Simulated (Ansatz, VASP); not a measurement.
# One calculation of Ba4N, two programs

INCAR

```
ALGO     = Normal         # electronic algorithm
EDIFF    = 1E-6           # SCF threshold, eV
ENCUT    = 520            # plane-wave cutoff, eV
GGA      = PE             # functional
ISIF     = 2              # what is computed and relaxed
ISMEAR   = 0              # smearing method
ISPIN    = 2              # spin polarisation
LASPH    = True           # aspherical terms in the spheres
LCHARG   = False          # write CHGCAR
LORBIT   = 11             # projections on sites
LREAL    = False          # projectors in reciprocal space
LWAVE    = False          # write WAVECAR
MAGMOM   = 0 0 0 0 1      # initial moments
NBANDS   = 34             # bands
NELM     = 150            # most SCF steps
PREC     = Accurate       # precision mode
SIGMA    = 0.1            # smearing width, eV
```

KPOINTS

```
k-points
0
Gamma
  4 4 4
```

The input POSCAR:

```
Ba4N
1.0
    6.6433300507      0.0000000000      0.0000000000
    0.0000000000      6.6433300507      0.0000000000
    0.0000000000      0.0000000000      6.6433300507
Ba N
4 1
Direct
    0.2156752894      0.2156752894      0.2156752894
    0.7843247106      0.7843247106      0.2156752894
    0.7843247106      0.2156752894      0.7843247106
    0.2156752894      0.7843247106      0.7843247106
    0.0000000000      0.0000000000      0.0000000000
```

Input for Ansatz:

```yaml
crystal:
  lattice:
    - [6.6433300507, 0.0, 0.0]
    - [0.0, 6.6433300507, 0.0]
    - [0.0, 0.0, 6.6433300507]
  atoms:
    - { symbol: Ba, position: [0.2156752894, 0.2156752894, 0.2156752894] }
    - { symbol: Ba, position: [0.7843247106, 0.7843247106, 0.2156752894] }
    - { symbol: Ba, position: [0.7843247106, 0.2156752894, 0.7843247106] }
    - { symbol: Ba, position: [0.2156752894, 0.7843247106, 0.7843247106] }
    - { symbol: "N", position: [0.0, 0.0, 0.0], spin: 1.0 }
basis:
  ecutwfc: 420
kpoints:
  mp_grid: { grid: [4, 4, 4] }
hamiltonian:
  xc: pbe
scf:
  occupations: { method: gaussian, width: 0.1 }
  lower_state_search: "off"
output:
  forces: true
  stress: true
  eigenvalues: true
  populations: true
magnetization:
  spin_polarized: true
```

Change from the starting cell: ordered vacancies on the anion sites of cuprite (P-43m, No. 215).

Alike in both runs: task single point; functional PBE; k mesh 4 × 4 × 4; occupations gaussian, width 0.1 eV; collinear spin.

```csv
,VASP,Ansatz
version,VASP 6.6.1,Ansatz 0.2.0
potentials or method,"VASP PAW PBE potentials, release 64 (Ba_sv, N), cutoff 520 eV","scalar-relativistic, plane waves, PAW"
valence electrons in the cell,45,45
```

|  | VASP | Ansatz | Ansatz less VASP |
| --- | --- | --- | --- |
| gap on the k mesh at the Fermi level (eV) | none | none | - |
| pressure (GPa) | 0.6 | 0.0 | -0.52 |
| rms of the force components (eV/Å) | 0.155 | 0.004 | -0.1507 |
| net moment per atom (μB) | 0.01 | 0.00 | -0.005 |

Atom by atom the forces differ by 0.158 eV/Å (rms over components). A gap of «none» marks a metal or a gap that the smearing closes. One of these differences is far larger than is usual between the two programs; its cause wasn't traced. The functional is the same, so the differences come from potentials, cutoffs and numerics. Ansatz's warnings: seeded moment not kept.

Spin-orbit coupling is off throughout.
